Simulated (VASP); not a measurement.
# Cd3Ge2: single point with PBEsol

Cd3Ge2:

```xyz
5
Lattice="4.6645 0.0000 0.0000 -2.3322 4.0396 0.0000 0.0000 0.0000 5.9385" Properties=species:S:1:pos:R:3 pbc="T T T"
Cd    2.3322    1.3465    1.3797
Cd    2.3322    1.3465    4.5588
Cd    0.0000    0.0000    2.9693
Ge    0.0000    0.0000    0.0000
Ge    0.0000    2.6930    2.9693
```

```yaml
Program: VASP 6.6.1
Task: single point
Functional: PBEsol
Potentials_or_basis: VASP PAW PBE potentials, release 64 (Cd, Ge_d)
Cutoff: 520 eV
k_mesh: 12 × 12 × 6
Occupations: gaussian, width 0.1 eV
Spin: no spin polarisation
Dipole_correction: no
Further_INCAR_settings: ALGO = Fast; EDIFF = 1e-06; NBANDS = 40
```

- Pressure: 0.3 GPa
- Largest force: 0.007 eV/Å
- Band gap on the k mesh: zero (bands 32 and 33 overlap by 2.53 eV)

Forces in eV/Å, atoms in the order of the input:
```
Cd   0.000  0.000  0.007
Cd   0.000  0.000 -0.007
Cd   0.000  0.000  0.000
Ge   0.000  0.000  0.000
Ge   0.000  0.000  0.000
```

Levels at points of the mesh, in eV from the Fermi level:
| k point | band 28 | band 29 | band 30 | band 31 | band 32 | band 33 | band 34 | band 35 | band 36 | band 37 |
| --- | --- | --- | --- | --- | --- | --- | --- | --- | --- | --- |
| (0.00, 0.00, 0.00) | -4.26 | -0.93 | -0.34 | -0.34 | -0.25 | -0.03 | -0.03 | 1.67 | 3.10 | 3.10 |
| (0.50, 0.00, 0.00) | -4.74 | -3.47 | -2.86 | -2.71 | -1.08 | 0.00 | 0.98 | 2.13 | 2.28 | 3.92 |
| (0.00, 0.00, 0.50) | -2.37 | -2.08 | -0.04 | -0.04 | 0.40 | 0.40 | 1.15 | 1.75 | 2.08 | 2.08 |
| (0.50, 0.00, 0.50) | -6.09 | -4.64 | -2.03 | -1.52 | -0.74 | -0.56 | 2.00 | 2.59 | 3.54 | 4.82 |

Wall time 3.5 min on 1 thread of Intel(R) Xeon(R) 6975P-C (Granite Rapids) (shared host), peak memory 0.43 GiB.

Caveat: the PAW data sets were made with another functional, which shifts forces and pressure a little.
